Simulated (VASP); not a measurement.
# AlNi (Pm-3m) in VASP: notebook

Runs on AlNi. Level: PBEsol. Tasks: single point.

Program: VASP 6.6.1. These are calculated values, not measurements. Logs are shortened: lines on timing, memory, paths and dates and some standing lists are left out, and cuts for length are marked.

## Step 1: The cell of the first run

Symmetry: Pm-3m, No. 221, cubic system. The conventional cell has a = 2.862 Å, b = 2.862 Å, c = 2.862 Å, α = 90.00°, β = 90.00°, γ = 90.00°. Within 3.3 Å of Al (site symmetry m-3m) lie 8 Ni at 2.48 Å and 6 Al at 2.86 Å. Within 3.3 Å of Ni (site symmetry m-3m) lie 8 Al at 2.48 Å and 6 Ni at 2.86 Å.

## Step 2: Single point, PBEsol

Input file INCAR:

```
  ALGO = Fast
  EDIFF = 1E-7
  ENCUT = 520
  GGA = PS
  ISIF = 2
  ISMEAR = 0
  LASPH = True
  LCHARG = False
  LREAL = False
  LWAVE = False
  NBANDS = 14
  NELM = 80
  PREC = Accurate
  SIGMA = 0.1
```

Input file KPOINTS:

```
k-points
0
Gamma
  14 14 14
```

Input file POSCAR:

```
AlNi
1.0
    2.8621655649      0.0000000000      0.0000000000
    0.0000000000      2.8621655649      0.0000000000
    0.0000000000      0.0000000000      2.8621655649
Al Ni
1 1
Direct
    0.0000000000      0.0000000000      0.0000000000
    0.5000000000      0.5000000000      0.5000000000
```

Potentials or basis: VASP PAW PBE potentials, release 64 (Al, Ni).

Launch:

```console
cat potpaw_PBE.64/Al/POTCAR potpaw_PBE.64/Ni/POTCAR > POTCAR
mpirun -np 1 vasp_std > vasp.out
```

OUTCAR:

```text
EDIFF = 1E-7
   ENCUT = 520
   GGA = PS
   ISIF = 2
   ISMEAR = 0
   LASPH = True
   LREAL = False
   NELM = 80
   PREC = Accurate

 ion  position               nearest neighbor table
   1  0.000  0.000  0.000-   2 2.48   2 2.48   2 2.48   2 2.48   2 2.48   2 2.48   2 2.48   2 2.48

   2  0.500  0.500  0.500-   1 2.48   1 2.48   1 2.48   1 2.48   1 2.48   1 2.48   1 2.48   1 2.48

  LATTYP: Found a simple cubic cell.
 ALAT       =     2.8621655649

  Lattice vectors:

 A1 = (   2.8621655649,   0.0000000000,   0.0000000000)
 A2 = (   0.0000000000,   2.8621655649,   0.0000000000)
 A3 = (   0.0000000000,   0.0000000000,   2.8621655649)

Analysis of symmetry for initial positions (statically):
=====================================================================
 Subroutine PRICEL returns:
 Original cell was already a primitive cell.

 Routine SETGRP: Setting up the symmetry group for a
 simple cubic supercell.

 Subroutine GETGRP returns: Found 48 space group operations
 (whereof 48 operations were pure point group operations)
 out of a pool of 48 trial point group operations.

The static configuration has the point symmetry O_h .

Analysis of symmetry for dynamics (positions and initial velocities):
=====================================================================
 Subroutine PRICEL returns:
 Original cell was already a primitive cell.

 Routine SETGRP: Setting up the symmetry group for a
 simple cubic supercell.

 Subroutine GETGRP returns: Found 48 space group operations
 (whereof 48 operations were pure point group operations)
 out of a pool of 48 trial point group operations.

The dynamic configuration has the point symmetry O_h .

 Subroutine INISYM returns: Found 48 space group operations
 (whereof 48 operations are pure point group operations),
 and found     1 'primitive' translations

----------------------------------------------------------------------------------------

                                     Primitive cell

  volume of cell :      23.4468

  direct lattice vectors                    reciprocal lattice vectors
     2.862165565  0.000000000  0.000000000     0.349385798  0.000000000  0.000000000
     0.000000000  2.862165565  0.000000000     0.000000000  0.349385798  0.000000000
     0.000000000  0.000000000  2.862165565     0.000000000  0.000000000  0.349385798

  length of vectors
[... 87 lines left out ...]
   NFREE  =      0    steps in history (QN), initial steepest desc. (CG)
   ISIF   =      2    stress and relaxation
   ISYM   =      2    0-nonsym 1-usesym 2-fastsym
   POTIM  = 0.5000    time-step for ionic-motion
   TEBEG  =    0.0;   TEEND  =   0.0 temperature during run
   PSTRESS=    0.0 pullay stress
   NELECT =      13.0000    total number of electrons
   NUPDOWN=      -1.0000    fix difference up-down
   EMIN   =  10.00;   EMAX   =-10.00  energy-range for DOS
   EFERMI =   0.00;   METHOD = LEGACY
   ISMEAR =     0;   SIGMA  =   0.10  broadening in eV -4-tet -1-fermi 0-gaus
   EFERMI_NEDOS =   21; number of points for ismear=-14 and -15
   IALGO  =     68    algorithm
   IMIX   =      4    mixing-type and parameters
     AMIX     =   0.40;   BMIX     =  1.00
     AMIX_MAG =   1.60;   BMIX_MAG =  1.00
  volume/ion in A,a.u.               =      11.72        79.11
  Fermi-wavevector in a.u.,A,eV,Ry     =   1.344914  2.541519 24.610134  1.808794
  Thomas-Fermi vector in A             =   2.472869
   LORBIT       =      0    0 simple, 1 ext, 2 COOP (PROOUT), +10 PAW based schemes
   GGA     = PS    functional components
   LHFCALC =     F    Hartree Fock is set to
   AEXX    =    0.0000 exact exchange contribution
   IVDW    =     0    specifies the selected vdW correction
   LEPSILON=     F    determine dielectric tensor
   LRPA    =     F    only Hartree local field effects (RPA)
 non-spin polarized calculation
 RMM-DIIS sequential band-by-band and
 Gauss-broadening in eV      SIGMA  =   0.10
  energy-cutoff  :      520.00
  volume of cell :       23.45
 maximum number of plane-waves:       651
 NGX is ok and might be reduce to    24
   NGX = 11   NGY = 11   NGZ = 11

 number of electron      13.0000011 magnetization

 Free energy of the ion-electron system (eV)
  ---------------------------------------------------
  ext. energy  EPLUGINS =         0.00000000
  ---------------------------------------------------
  free energy    TOTEN  =       -11.58708100 eV

  energy without entropy =      -11.58203193  energy(sigma->0) =      -11.58455646

 E-fermi :  10.1304     XC(G=0): -12.2618

 val. band max:       10.1223781746   @ k =   0.3571   0.2143   0.0714
 cond. band min:      10.1305579481   @ k =   0.3571   0.1429   0.1429
 fundamental gap:      0.0081797734
 Fermi energy:        10.1304285992

 k-point     1 :       0.0000    0.0000    0.0000
  band No.  band energies     occupation
      1      -1.1171      2.00000
      2       6.8265      2.00000
      3       6.8265      2.00000
      4       8.5759      2.00000
      5       8.5759      2.00000
      6       8.5759      2.00000
      7      15.7389      0.00000
      8      15.7389      0.00000
      9      15.7389      0.00000
     10      18.3685      0.00000
     11      18.3685      0.00000
     12      24.2423      0.00000
     13      31.2880      0.00000
     14      31.2880      0.00000
[... 377 lines left out ...]
      1       1.9582      2.00000
      2       5.8328      2.00000
      3       7.2226      2.00000
      4       7.7744      2.00000
      5       8.0323      2.00000
      6       8.3788      2.00000
      7      10.0579      1.69502
      8      13.9690      0.00000
      9      18.0706      0.00000
     10      19.4308      0.00000
     11      21.8648      0.00000
     12      24.1698      0.00000
     13      26.4400      0.00000
     14      27.9742      0.00000

 [... further k-points ...]
[... 5 lines left out ...]
  --------------------------------------------------------------------------------------
  -------------------------------------------------------------------------------------
  Total        0.0249470      0.0249470      0.0249470     -0.0000000     -0.0000000      0.0000000
  in kB        1.7046894      1.7046894      1.7046894     -0.0000000     -0.0000000      0.0000000
  external PRESSURE =       1.7046894 kB  Pullay stress =       0.0000000 kB

 VOLUME and BASIS-vectors are now :
 -----------------------------------------------------------------------------
  energy-cutoff  :      520.00
  volume of cell :       23.45
      direct lattice vectors                 reciprocal lattice vectors
     2.862165565  0.000000000  0.000000000     0.349385798  0.000000000  0.000000000
     0.000000000  2.862165565  0.000000000     0.000000000  0.349385798  0.000000000
     0.000000000  0.000000000  2.862165565     0.000000000  0.000000000  0.349385798

 POSITION                                       TOTAL-FORCE (eV/Angst)
 -----------------------------------------------------------------------------------
      0.00000      0.00000      0.00000         0.000000      0.000000      0.000000
      1.43108      1.43108      1.43108         0.000000      0.000000      0.000000
 -----------------------------------------------------------------------------------
    total drift:                                0.000000      0.000000     -0.000000

  FREE ENERGIE OF THE ION-ELECTRON SYSTEM (eV)
  ---------------------------------------------------
  free  energy   TOTEN  =       -11.5870809975 eV

  energy  without entropy=      -11.5820319294  energy(sigma->0) =      -11.58455646
```

It took 21 s on 1 thread of Intel Xeon Platinum 8559C (Emerald Rapids), shared host; peak memory 0.17 GiB.

What came out:

| Item | Value |
| --- | --- |
| Free energy | -11.5871 eV |
| Pressure | 0.2 GPa |

Caveat: the PAW data sets were made with another functional, which shifts forces and pressure a little.

## Step 3: Single point, PBEsol (volume scaled by 0.94)

Input file INCAR:

```
PREC = Accurate ; ENCUT = 520
EDIFF = 1E-6 ; ISMEAR = 0
SIGMA = 0.1 ; LREAL = False
LASPH = True ; NELM = 80
ALGO = Fast ; ISIF = 2
LWAVE = False ; LCHARG = True
GGA = PS ; LELF = True
LVHAR = True ; NBANDS = 14
```

Input file KPOINTS:

```
regular mesh
0
Gamma
  14 14 14
```

Input file POSCAR:

```
AlNi
1.0
    2.8037376152      0.0000000000      0.0000000000
    0.0000000000      2.8037376152      0.0000000000
    0.0000000000      0.0000000000      2.8037376152
Al Ni
1 1
Direct
    0.0000000000      0.0000000000      0.0000000000
    0.5000000000      0.5000000000      0.5000000000
```

Potentials or basis: VASP PAW PBE potentials, release 64 (Al, Ni).

Launch:

```console
cat potpaw_PBE.64/Al/POTCAR potpaw_PBE.64/Ni/POTCAR > POTCAR
mpirun -np 1 vasp_std > vasp.out
```

Run time: 19 s. Hardware: 1 thread of Intel Xeon Platinum 8559C (Emerald Rapids), shared host; peak memory 0.16 GiB.

Results (log left out):

```
Free energy : -11.5345 eV
Pressure    : 12.1 GPa
```

Levels at points of the mesh, in eV from the Fermi level:
| k point | band 3 | band 4 | band 5 | band 6 | band 7 | band 8 | band 9 | band 10 | band 11 | band 12 |
| --- | --- | --- | --- | --- | --- | --- | --- | --- | --- | --- |
| (0.00, 0.00, 0.00) | -3.62 | -1.69 | -1.69 | -1.69 | 5.88 | 5.88 | 5.88 | 8.44 | 8.44 | 15.27 |
| (0.50, 0.00, 0.00) | -3.08 | -2.47 | -2.47 | -1.59 | -0.67 | 8.41 | 10.42 | 10.42 | 11.76 | 11.76 |
| (0.50, 0.50, 0.00) | -3.08 | -3.08 | -2.30 | -2.30 | -1.10 | 1.64 | 2.93 | 13.25 | 15.82 | 15.82 |
| (0.50, 0.50, 0.50) | -4.49 | -1.06 | -1.06 | 1.94 | 1.94 | 1.94 | 4.50 | 4.87 | 4.87 | 4.87 |

Caveat: the PAW data sets were made with another functional, which shifts forces and pressure a little. Spin polarisation is off, so any magnetic state and its effect on volume and gap are missing.

## Step 4: Single point, PBEsol (volume scaled by 0.97)

Input file INCAR:

```
ALGO = Fast
EDIFF = 1E-7
ENCUT = 520
GGA = PS
ISIF = 2
ISMEAR = 0
LASPH = True
LCHARG = True
LELF = True
LREAL = False
LVHAR = True
LWAVE = False
NBANDS = 14
NELM = 60
PREC = Accurate
SIGMA = 0.1
```

Input file KPOINTS:

```
k-points
0
Gamma
  14 14 14
```

Input file POSCAR:

```
AlNi
1.0
    2.8332528117      0.0000000000      0.0000000000
    0.0000000000      2.8332528117      0.0000000000
    0.0000000000      0.0000000000      2.8332528117
Al Ni
1 1
Direct
    0.0000000000      0.0000000000      0.0000000000
    0.5000000000      0.5000000000      0.5000000000
```

Launch:

```console
cat potpaw_PBE.64/Al/POTCAR potpaw_PBE.64/Ni/POTCAR > POTCAR
mpirun -np 1 vasp_std > vasp.out
```

It took 25 s on 1 thread of Intel Xeon Platinum 8559C (Emerald Rapids), shared host; peak memory 0.16 GiB.

The run converged. Its results:

```
Free energy : -11.5742 eV
Pressure    : 5.8 GPa
```

Levels at points of the mesh, in eV from the Fermi level:
| k point | band 3 | band 4 | band 5 | band 6 | band 7 | band 8 | band 9 | band 10 | band 11 | band 12 |
| --- | --- | --- | --- | --- | --- | --- | --- | --- | --- | --- |
| (0.00, 0.00, 0.00) | -3.46 | -1.62 | -1.62 | -1.62 | 5.74 | 5.74 | 5.74 | 8.34 | 8.34 | 14.68 |
| (0.50, 0.00, 0.00) | -2.94 | -2.37 | -2.37 | -1.52 | -0.65 | 8.38 | 10.27 | 10.27 | 11.43 | 11.43 |
| (0.50, 0.50, 0.00) | -2.99 | -2.99 | -2.20 | -2.20 | -1.05 | 1.58 | 2.77 | 12.88 | 15.56 | 15.56 |
| (0.50, 0.50, 0.50) | -4.33 | -1.02 | -1.02 | 1.97 | 1.97 | 1.97 | 4.21 | 4.73 | 4.73 | 4.73 |

Caveat: the PAW data sets were made with another functional, which shifts forces and pressure a little.

## Step 5: Overview

| cell | further INCAR settings | gap on the mesh (eV) | pressure (GPa) |
| --- | --- | --- | --- |
| a = 2.862 Å, 2 atoms | ALGO = Fast; EDIFF = 1e-07; NBANDS = 14 | none | 0.2 |
| a = 2.804 Å, 2 atoms | ALGO = Fast; EDIFF = 1e-06; NBANDS = 14 | none | 12.1 |
| a = 2.833 Å, 2 atoms | ALGO = Fast; EDIFF = 1e-07; NBANDS = 14 | none | 5.8 |

Alike in all rows: task single point; level PBEsol; potentials or basis VASP PAW PBE potentials, release 64 (Al, Ni); no spin polarisation; k mesh 14 × 14 × 14; cutoff (eV) 520; smearing gaussian 0.1 eV.

Caveats: the PAW data sets were made with another functional, which shifts forces and pressure a little.

Total energies depend on the potentials used, so only differences within one code and one set of settings carry meaning.
